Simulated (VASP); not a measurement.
K2TiF6, 9 atoms in the cell. Symmetry: P-3m1, No. 164, trigonal system. The conventional cell has a = 5.856 Å, b = 5.856 Å, c = 4.799 Å, α = 90.00°, β = 90.00°, γ = 120.00°. Within 3.9 Å of K (site symmetry 3m) lie 12 F at 2.93 to 3.10 Å and 3 Ti at 3.68 Å and 3 K at 3.87 Å. Ti (site symmetry -3m) has 6 F at 1.88 Å within 2.5 Å. Within 2.5 Å of F (site symmetry m) lie 1 Ti at 1.88 Å. 

| Quantity | Value |
| --- | --- |
| Program | VASP 6.6.1 |
| Task | single point |
| Functional | r2SCAN |
| Potentials or basis | VASP PAW PBE potentials, release 64 (K_sv, Ti_sv, F) |
| Cutoff | 520 eV |
| k mesh | 6 × 6 × 6 |
| Occupations | gaussian, width 0.02 eV |
| Spin | no spin polarisation |
| Dipole correction | no |
| Further INCAR settings | ALGO = Normal; EDIFF = 1e-06; NBANDS = 46 |

Potentials or basis: VASP PAW PBE potentials, release 64 (K_sv, Ti_sv, F).

The run is started by

```sh
$ cat potpaw_PBE.64/K_sv/POTCAR potpaw_PBE.64/Ti_sv/POTCAR potpaw_PBE.64/F/POTCAR > POTCAR
$ cp INCAR.step1 INCAR
$ mpirun -np 1 vasp_std > vasp.out
$ cp INCAR.step2 INCAR
$ mpirun -np 1 vasp_std > vasp.out
```

Hardware: 1 thread of AMD EPYC 9R45 96-Core Processor (Zen 5), with other jobs on the host.

Problem. Estimate the wall time of this run.

Solution. Run time: 11 min on 1 thread of AMD EPYC 9R45 96-Core Processor (Zen 5) (shared host), peak memory 0.38 GiB. Counts: k points 34.
